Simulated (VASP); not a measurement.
The system is LiCl.

```
Cl Li
1.0
     0.00000    2.56477    2.56477
     2.56477    0.00000    2.56477
     2.56477    2.56477    0.00000
Cl Li
1 1
Direct
  0.50000 0.50000 0.50000
  0.00000 0.00000 0.00000
```

* Program: VASP 6.6.1
* Task: relaxation of cell and atoms
* Functional: BLYP
* Potentials or basis: VASP PAW PBE potentials, release 64 (Cl, Li_sv)
* Cutoff: 600 eV
* k mesh: 9 × 9 × 9
* Occupations: fermi-dirac, width 0.05 eV
* Spin: no spin polarisation

At the start: pressure 1.8 GPa; volume 16.87 Å³/atom.

Task: How do energy, volume and symmetry change on relaxing?

Result: Over 4 steps the energy falls by 5.4 meV/atom and the volume is 17.83 Å³/atom (+5.7 %); space group Fm-3m (No. 225, to 0.05 Å).

The path:
```
step  energy change (eV)  largest force (eV/Å)  pressure (GPa)  volume (Å³)
   1              0.0000                0.0000            1.85        33.74
   2             -0.0081                0.0000            0.86        34.70
   3             -0.0107                0.0000            0.09        35.56
   4             -0.0108                0.0000            0.00        35.66
```

Final structure:
```
Cl Li
1.0
     0.00000    2.61258    2.61258
     2.61258    0.00000    2.61258
     2.61258    2.61258    0.00000
Cl Li
1 1
Direct
  0.50000 0.50000 0.50000
  0.00000 0.00000 0.00000
```

Caveat: the cutoff is under 1.25 times the usual one of these potentials, so pressure, stress and relaxed cells hold a basis-set (Pulay) error; the PAW data sets were made with another functional, which shifts forces and pressure a little.
